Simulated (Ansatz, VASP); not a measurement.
**Two plane-wave programs on AlN**

Contents of INCAR:

```
PREC     = Accurate       # precision mode
ENCUT    = 520            # plane-wave cutoff, eV
EDIFF    = 1E-6           # SCF threshold, eV
ISMEAR   = 0              # smearing method
SIGMA    = 0.05           # smearing width, eV
LREAL    = F              # projectors in reciprocal space
LASPH    = T              # aspherical terms in the spheres
NELM     = 80             # most SCF steps
ALGO     = Normal         # electronic algorithm
ISIF     = 2              # what is computed and relaxed
LWAVE    = F              # write WAVECAR
LCHARG   = F              # write CHGCAR
GGA      = PS             # functional
NBANDS   = 16             # bands
```

File KPOINTS:

```
regular mesh
0
Gamma
  9 9 6
```

Contents of POSCAR:

```
AlN
1.0
    3.3015780391      0.0000000000      0.0000000000
   -1.6507890196      2.8592504545      0.0000000000
    0.0000000000      0.0000000000      4.3069000000
Al N
2 2
Direct
    0.3333333333      0.6666666667      0.7500000000
    0.6666666667      0.3333333333      0.2500000000
    0.3333333333      0.6666666667      0.2500000000
    0.6666666667      0.3333333333      0.7500000000
```

Input for Ansatz:

```yaml
crystal:
  lattice:
    - [3.3015780391, 0.0, 0.0]
    - [-1.6507890196, 2.8592504545, 0.0]
    - [0.0, 0.0, 4.3069]
  atoms:
    - { symbol: Al, position: [0.3333333333, 0.6666666667, 0.75] }
    - { symbol: Al, position: [0.6666666667, 0.3333333333, 0.25] }
    - { symbol: "N", position: [0.3333333333, 0.6666666667, 0.25] }
    - { symbol: "N", position: [0.6666666667, 0.3333333333, 0.75] }
basis:
  ecutwfc: 520.0
kpoints:
  mp_grid: { grid: [9, 9, 6] }
hamiltonian:
  xc: pbesol
scf:
  occupations: { method: gaussian, width: 0.05 }
output:
  forces: true
  stress: true
  eigenvalues: true
  write_density: true
  write_potential: true
  elf: true
  volumetric_format: npy
```

Alike in both runs: task single point; functional PBEsol; k mesh 9 × 9 × 6; occupations gaussian, width 0.05 eV; no spin polarisation.

|  | VASP | Ansatz |
| --- | --- | --- |
| version | VASP 6.6.1 | Ansatz 0.2.0 |
| potentials or method | VASP PAW PBE potentials, release 64 (Al, N), cutoff 520 eV | scalar-relativistic, plane waves, PAW |
| valence electrons in the cell | 16 | 16 |

|  | VASP | Ansatz | Ansatz less VASP |
| --- | --- | --- | --- |
| gap on the k mesh at the Fermi level (eV) | 2.94 | 2.93 | -0.012 |
| least direct gap on the mesh (eV) | 2.94 | 2.93 | -0.012 |
| pressure (GPa) | -6.6 | -6.5 | +0.07 |
| traceless stress, the component that is largest in VASP (GPa) | -3.15 | -3.11 | +0.042 |

VASP's potentials were made for PBE, not for PBEsol. With one functional, cell and mesh, what is left measures potentials, basis and numerics.
